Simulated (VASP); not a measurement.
# C10N in VASP: single point with PBE+D3(BJ)

Aim: the single point of C10N with PBE+D3(BJ).

Everything below comes from runs of VASP 6.6.1. Logs are shortened: lines on timing, memory, paths and dates and some standing lists are left out, and cuts for length are marked.

## 1. The cell of the first run

The cell holds a slab with vacuum, 11 atoms: a = 2.465 Å, b = 2.465 Å, c = 32.481 Å, α = 90.00°, β = 90.00°, γ = 120.00°.

## 2. Single point, PBE+D3(BJ)

Input file INCAR:

```
PREC = Accurate ; ENCUT = 520
EDIFF = 1E-6 ; ISMEAR = 0
SIGMA = 0.1 ; LREAL = F
LASPH = T ; NELM = 100
ALGO = Normal ; ISIF = 2
LWAVE = F ; LCHARG = F
LDIPOL = T ; IDIPOL = 3
DIPOL = 0.5 0.5 0.492 ; GGA = PE
IVDW = 12 ; NBANDS = 34
```

Input file KPOINTS:

```
Automatic mesh
0
Gamma
  12 12 1
```

Input file POSCAR:

```
C10N
1.0
    2.4649634496      0.0000000000      0.0000000000
   -1.2324817248      2.1347209667      0.0000000000
    0.0000000000      0.0000000000     32.4810787455
C N
10 1
Direct
    0.0000000000      0.0000000000      0.2616908208
    0.6666666666      0.3333333333      0.2616908159
    0.0000000000      0.0000000000      0.3654518342
    0.3333333333      0.6666666667      0.3654518293
    0.0035068419      0.0070136838      0.4692692771
    0.6701695140      0.3403390280      0.4692605724
   -0.0023291996     -0.0046583993      0.5725990850
    0.3310360988      0.6620721976      0.5726437051
    0.0543750015      0.1087500031      0.6786147895
    0.7210423545      0.4420847090      0.6687328567
    0.0544805529      0.1089611057      0.7234059673
```

Potentials or basis: VASP PAW PBE potentials, release 64 (C, N).

Run with:

```bash
> cat potpaw_PBE.64/C/POTCAR potpaw_PBE.64/N/POTCAR > POTCAR
> mpirun -np 1 vasp_std > vasp.out
```

OUTCAR:

```text
PREC = Accurate
   ENCUT = 520
   EDIFF = 1E-6
   ISMEAR = 0
   LREAL = F
   LASPH = T
   NELM = 100
   ISIF = 2
   GGA = PE
   IVDW = 12
 IVDW          = 12

 ion  position               nearest neighbor table
   1  0.000  0.000  0.262-   2 1.42   2 1.42   2 1.42
   2  0.667  0.333  0.262-   1 1.42   1 1.42   1 1.42
   3  0.000  0.000  0.365-   4 1.42   4 1.42   4 1.42
   4  0.333  0.667  0.365-   3 1.42   3 1.42   3 1.42
   5  0.004  0.007  0.469-   6 1.42   6 1.42   6 1.42
   6  0.670  0.340  0.469-   5 1.42   5 1.42   5 1.42
   7  0.998  0.995  0.573-   8 1.42   8 1.42   8 1.42
   8  0.331  0.662  0.573-   7 1.42   7 1.42   7 1.42
   9  0.054  0.109  0.679-  11 1.45  10 1.46  10 1.46  10 1.46
  10  0.721  0.442  0.669-   9 1.46   9 1.46   9 1.46
  11  0.054  0.109  0.723-   9 1.45

  LATTYP: Found a hexagonal cell.
 ALAT       =     2.4649634496
 C/A-ratio  =    13.1771036000

  Lattice vectors:

 A1 = (   2.4649634496,   0.0000000000,   0.0000000000)
 A2 = (  -1.2324817248,   2.1347209667,   0.0000000000)
 A3 = (   0.0000000000,   0.0000000000,  32.4810787455)

Analysis of symmetry for initial positions (statically):
=====================================================================
 Subroutine PRICEL returns:
 Original cell was already a primitive cell.

 Routine SETGRP: Setting up the symmetry group for a
 hexagonal supercell.

 Subroutine GETGRP returns: Found  2 space group operations
 (whereof  2 operations were pure point group operations)
 out of a pool of 24 trial point group operations.

The static configuration has the point symmetry C_1h.

Analysis of symmetry for dynamics (positions and initial velocities):
=====================================================================
 Subroutine PRICEL returns:
 Original cell was already a primitive cell.

 Routine SETGRP: Setting up the symmetry group for a
 hexagonal supercell.

 Subroutine GETGRP returns: Found  2 space group operations
 (whereof  2 operations were pure point group operations)
 out of a pool of 24 trial point group operations.

The dynamic configuration has the point symmetry C_1h.

 Subroutine INISYM returns: Found  2 space group operations
 (whereof  2 operations are pure point group operations),
 and found     1 'primitive' translations

----------------------------------------------------------------------------------------

                                     Primitive cell

  volume of cell :     170.9157

  direct lattice vectors                    reciprocal lattice vectors
     2.464963450  0.000000000  0.000000000     0.405685529  0.234222649  0.000000000
    -1.232481725  2.134720967  0.000000000     0.000000000  0.468445298  0.000000000
     0.000000000  0.000000000 32.481078745     0.000000000  0.000000000  0.030787155

  length of vectors
     2.464963450  2.464963450 32.481078745     0.468445298  0.468445298  0.030787155

  position of ions in fractional coordinates (direct lattice)
     0.000000000  0.000000000  0.261690821
     0.666666667  0.333333333  0.261690816
     0.000000000  0.000000000  0.365451834
     0.333333333  0.666666667  0.365451829
     0.003506842  0.007013684  0.469269277
     0.670169514  0.340339028  0.469260572
     0.997670800  0.995341601  0.572599085
     0.331036099  0.662072198  0.572643705
     0.054375001  0.108750003  0.678614790
     0.721042354  0.442084709  0.668732857
     0.054480553  0.108961106  0.723405967

  ion indices of the primitive-cell ions
   primitive index   ion index
                 1           1
                 2           2
                 3           3
                 4           4
                 5           5
                 6           6
                 7           7
                 8           8
                 9           9
                10          10
                11          11

----------------------------------------------------------------------------------------

 KPOINTS: Automatic mesh

Automatic generation of k-mesh.
 Grid dimensions read from file:
 generate k-points for:   12   12    1

 Generating k-lattice:

  Cartesian coordinates                     Fractional coordinates (reciprocal lattice)
     0.033807127  0.019518554  0.000000000     0.083333333 -0.000000000  0.000000000
     0.000000000  0.039037108  0.000000000     0.000000000  0.083333333  0.000000000
     0.000000000  0.000000000  0.030787155     0.000000000  0.000000000  1.000000000

  Length of vectors
     0.039037108  0.039037108  0.030787155

  Shift w.r.t. Gamma in fractional coordinates (k-lattice)
     0.000000000  0.000000000  0.000000000

 Subroutine IBZKPT returns following result:
 ===========================================

 Found     43 irreducible k-points:

 Following reciprocal coordinates:
            Coordinates               Weight
  0.000000  0.000000  0.000000      1.000000
  0.083333 -0.000000  0.000000      4.000000
  0.000000  0.083333  0.000000      2.000000
  0.166667 -0.000000  0.000000      4.000000
  0.000000  0.166667  0.000000      2.000000
  0.250000 -0.000000  0.000000      4.000000
[... 16 lines left out ...]
 -0.083333  0.416667  0.000000      4.000000
 -0.416667  0.333333  0.000000      4.000000
 [... further k-points ...]
   k-points           NKPTS =     43   k-points in BZ     NKDIM =     43   number of bands    NBANDS=     34
   number of dos      NEDOS =    301   number of ions     NIONS =     11
   total plane-waves  NPLWV =  81000
   dimension x,y,z NGX =    18 NGY =   18 NGZ =  250
   dimension x,y,z NGXF=    36 NGYF=   36 NGZF=  500
   ions per type =              10   1
   NGX,Y,Z   is equivalent  to a cutoff of  12.14, 12.14, 12.80 a.u.
   NGXF,Y,Z  is equivalent  to a cutoff of  24.28, 24.28, 25.59 a.u.
 SYSTEM =  unknown system
   PREC   = accura    normal or accurate (medium, high low for compatibility)
   ISTART =      0    job   : 0-new  1-cont  2-samecut
   ICHARG =      2    charge: 1-file 2-atom 10-const
   ISPIN  =      1    spin polarized calculation?
   LNONCOLLINEAR =      F non collinear calculations
   LSORBIT =      F    spin-orbit coupling
   LASPH  =      T    aspherical Exc in radial PAW
   ENCUT  =  520.0 eV  38.22 Ry    6.18 a.u.   4.58  4.58 60.39*2*pi/ulx,y,z
   NELM   =    100;   NELMIN=  2; NELMDL= -5     # of ELM steps
   EDIFF  = 0.1E-05   stopping-criterion for ELM
   LREAL  =      F    real-space projection
   EDIFFG = 0.1E-04   stopping-criterion for IOM
   NSW    =      0    number of steps for IOM
   IBRION =     -1    ionic relax: 0-MD 1-quasi-New 2-CG
   NFREE  =      0    steps in history (QN), initial steepest desc. (CG)
   ISIF   =      2    stress and relaxation
   ISYM   =      2    0-nonsym 1-usesym 2-fastsym
   POTIM  = 0.5000    time-step for ionic-motion
   TEBEG  =    0.0;   TEEND  =   0.0 temperature during run
   PSTRESS=    0.0 pullay stress
   NELECT =      45.0000    total number of electrons
   NUPDOWN=      -1.0000    fix difference up-down
   EMIN   =  10.00;   EMAX   =-10.00  energy-range for DOS
   EFERMI =   0.00;   METHOD = LEGACY
   ISMEAR =     0;   SIGMA  =   0.10  broadening in eV -4-tet -1-fermi 0-gaus
   EFERMI_NEDOS =   21; number of points for ismear=-14 and -15
   IALGO  =     38    algorithm
   IMIX   =      4    mixing-type and parameters
     AMIX     =   0.40;   BMIX     =  1.00
     AMIX_MAG =   1.60;   BMIX_MAG =  1.00
  volume/ion in A,a.u.               =      15.54       104.85
  Fermi-wavevector in a.u.,A,eV,Ry     =   1.049265  1.982822 14.979416  1.100956
  Thomas-Fermi vector in A             =   2.184220
   LORBIT       =      0    0 simple, 1 ext, 2 COOP (PROOUT), +10 PAW based schemes
   GGA     = PE    functional components
   LHFCALC =     F    Hartree Fock is set to
   AEXX    =    0.0000 exact exchange contribution
   IVDW    =    12    specifies the selected vdW correction
   LEPSILON=     F    determine dielectric tensor
   LRPA    =     F    only Hartree local field effects (RPA)
 non-spin polarized calculation
 Gauss-broadening in eV      SIGMA  =   0.10
  energy-cutoff  :      520.00
  volume of cell :      170.92
 maximum number of plane-waves:      4670
   NGX =  9   NGY =  9   NGZ =121

 dipolmoment           0.000000      0.000000     -0.030186 electrons x Angstroem

 number of electron      44.9999991 magnetization

 dipolmoment           0.000000      0.000000      0.074712 electrons x Angstroem

 Free energy of the ion-electron system (eV)
  ---------------------------------------------------
  ext. energy  EPLUGINS =         0.00000000
  ---------------------------------------------------
  free energy    TOTEN  =       -95.53524044 eV

  energy without entropy =      -95.52637974  energy(sigma->0) =      -95.53081009

 E-fermi :   0.1949     XC(G=0):  -6.1276

 val. band max:        0.1917237392   @ k =   0.3333   0.3333   0.0000
 cond. band min:       0.1992811754   @ k =   0.3333   0.3333   0.0000
 fundamental gap:      0.0075574362
 Fermi energy:         0.1949296576

 k-point     1 :       0.0000    0.0000    0.0000
  band No.  band energies     occupation
      1     -21.8447      2.00000
      2     -19.4403      2.00000
      3     -19.3792      2.00000
      4     -19.2862      2.00000
      5     -19.2006      2.00000
      6     -15.4953      2.00000
[... 26 lines left out ...]
     33       8.0400      0.00000
     34       8.5200      0.00000

 k-point     2 :       0.0833   -0.0000    0.0000
  band No.  band energies     occupation
      1     -21.6809      2.00000
      2     -19.2749      2.00000
      3     -19.2145      2.00000
      4     -19.1224      2.00000
      5     -19.0375      2.00000
      6     -15.3619      2.00000
[... 806 lines left out ...]
 k-point    24 :      -0.4167    0.3333    0.0000
  band No.  band energies     occupation
      1     -18.6452      2.00000
      2     -16.0448      2.00000
      3     -15.9972      2.00000
      4     -15.9228      2.00000
      5     -15.8527      2.00000
      6     -13.6541      2.00000
[... 26 lines left out ...]
     33       8.5112      0.00000
     34       8.6530      0.00000

 [... further k-points ...]

------------------------ aborting loop because EDIFF is reached ----------------------------------------

 vacuum level on the upper side and lower side of the slab       (xc-potential included)         1.001        -1.537

 Edisp (eV)   -1.56265

 E8    (eV) :    -0.4492

  FORCE on cell =-STRESS in cart. coord.  units (eV):
  Direction    XX          YY          ZZ          XY          YZ          ZX
  --------------------------------------------------------------------------------------
  -------------------------------------------------------------------------------------
  Total       2.86373     2.84274     0.08382     0.00000     0.01113     0.00000
  in kB      26.84485    26.64810     0.78576     0.00000     0.10432     0.00000
  external pressure =       18.09 kB  Pullay stress =        0.00 kB

 VOLUME and BASIS-vectors are now :
 -----------------------------------------------------------------------------
  energy-cutoff  :      520.00
  volume of cell :      170.92
      direct lattice vectors                 reciprocal lattice vectors
     2.464963450  0.000000000  0.000000000     0.405685529  0.234222649  0.000000000
    -1.232481725  2.134720967  0.000000000     0.000000000  0.468445298  0.000000000
     0.000000000  0.000000000 32.481078745     0.000000000  0.000000000  0.030787155

 POSITION                                       TOTAL-FORCE (eV/Angst)
 -----------------------------------------------------------------------------------
      0.00000      0.00000      8.50000         0.000000     -0.000131      0.010981
      1.23248      0.71157      8.50000         0.000000      0.000092     -0.012258
      0.00000      0.00000     11.87027         0.000000      0.000223     -0.004961
     -0.00000      1.42315     11.87027         0.000000      0.000055      0.004172
      0.00000      0.01497     15.24237        -0.000000      0.000876      0.001263
      1.23248      0.72653     15.24209         0.000000     -0.000691      0.001365
      1.23248      2.12478     18.59864        -0.000000     -0.004160     -0.000613
      0.00000      1.41334     18.60009         0.000000      0.000822     -0.003849
     -0.00000      0.23215     22.04214         0.000000      0.001292     -0.062752
      1.23248      0.94373     21.72116         0.000000      0.000692     -0.025633
      0.00000      0.23260     23.49701         0.000000      0.000930      0.092285
 -----------------------------------------------------------------------------------
    total drift:                               -0.000001     -0.000085     -0.001233

  FREE ENERGIE OF THE ION-ELECTRON SYSTEM (eV)
  ---------------------------------------------------
  free  energy   TOTEN  =       -97.0978926012 eV

  energy  without entropy=      -97.0890319068  energy(sigma->0) =      -97.09346225

 vacuum level on the upper side and lower side of the slab         6.807         4.235
```

Wall time 19 min (1 thread of Intel Xeon 8259CL, shared host); peak memory 0.39 GiB.

What came out:

```
Free energy                : -97.0979 eV
Largest force              : 0.092 eV/Å
Band gap on the k mesh     : zero (an odd number of electrons rules out a gap without spin polarisation)
Dispersion energy per atom : -0.142 eV
```

Forces on the atoms (eV/Å):
```
C    0.000  0.000  0.011
C    0.000  0.000 -0.012
C    0.000  0.000 -0.005
C    0.000  0.000  0.004
C    0.000  0.001  0.001
C    0.000 -0.001  0.001
C    0.000 -0.004 -0.001
C    0.000  0.001 -0.004
C    0.000  0.001 -0.063
C    0.000  0.001 -0.026
N    0.000  0.001  0.092
```
